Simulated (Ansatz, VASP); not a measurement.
One calculation of Be2ZnSe3, two programs

```xyz
12
Lattice="3.5534 0.0000 0.0000 -1.7767 3.0773 0.0000 0.0000 0.0000 18.1332" Properties=species:S:1:pos:R:3 pbc="T T T"
Be    0.0000    2.0516   16.6893
Be    1.7767    1.0258    1.4439
Be    1.7767    1.0258    7.6227
Be    0.0000    2.0516   10.5105
Zn    0.0000    0.0000    4.5333
Zn    0.0000    0.0000   13.5999
Se    0.0000    0.0000    0.0000
Se    0.0000    2.0516    2.7592
Se    0.0000    2.0516    6.3074
Se    0.0000    0.0000    9.0666
Se    1.7767    1.0258   11.8258
Se    1.7767    1.0258   15.3740
```

Change from the starting cell: species swapped into the Ti3SnC2 type (P6_3/mmc, No. 194).

Alike in both runs: functional PBE; k mesh 12 × 12 × 2; occupations gaussian, width 0.1 eV; no spin polarisation.

Ansatz relaxed the structure, and its values are those at the end. VASP's run is a single point on that final structure, the one shown.

```csv
,VASP,Ansatz
version,VASP 6.6.1,Ansatz 0.2.0
potentials or method,"VASP PAW PBE potentials, release 64 (Be, Zn, Se), cutoff 520 eV","scalar-relativistic, plane waves, PAW"
valence electrons in the cell,68,128
```

Ansatz gave:

| Quantity | Value |
| --- | --- |
| gap on the k mesh at the Fermi level (eV) | none |
| pressure (GPa) | 0.0 |
| rms of the force components (eV/Å) | 0.001 |

Problem. What did VASP give for the same quantities?

Solution. gap on the k mesh at the Fermi level (eV): none; pressure (GPa): 0.2; rms of the force components (eV/Å): 0.003.

A gap of «none» marks a metal or a gap that the smearing closes. With one functional, cell and mesh, what is left measures potentials, basis and numerics. VASP's potentials hold 68 valence electrons a cell and Ansatz's 128, so a difference there can come from the potentials and not from the codes.
